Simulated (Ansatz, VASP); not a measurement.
Two plane-wave programs on Ga2O3

```
Ga O
1.0
    -2.16866    2.16866    3.51639
     2.16866   -2.16866    3.51639
     2.16866    2.16866   -3.51639
Ga O
2 3
Direct
  0.97660 0.47660 0.50000
  0.47660 0.97660 0.50000
  0.47658 0.47658 0.00000
  0.22659 0.72659 0.50000
  0.72659 0.22659 0.50000
```

Alike in both runs: functional PBE; k mesh 6 × 6 × 6; occupations gaussian, width 0.1 eV; no spin polarisation.

Ansatz relaxed the structure, and its values are those at the end. VASP's run is a single point on that final structure, the one shown.

|  | VASP | Ansatz |
| --- | --- | --- |
| version | VASP 6.6.1 | Ansatz 0.2.0 |
| potentials or method | VASP PAW PBE potentials, release 64 (Ga_d, O), cutoff 520 eV | scalar-relativistic, plane waves, PAW |
| valence electrons in the cell | 44 | 44 |

```tsv
	VASP	Ansatz	Ansatz less VASP
gap on the k mesh at the Fermi level (eV)	none	none	-
pressure (GPa)	0.1	0.0	-0.05
```

A gap of «none» marks a metal or a gap that the smearing closes. The functional is the same, so the differences come from potentials, cutoffs and numerics.
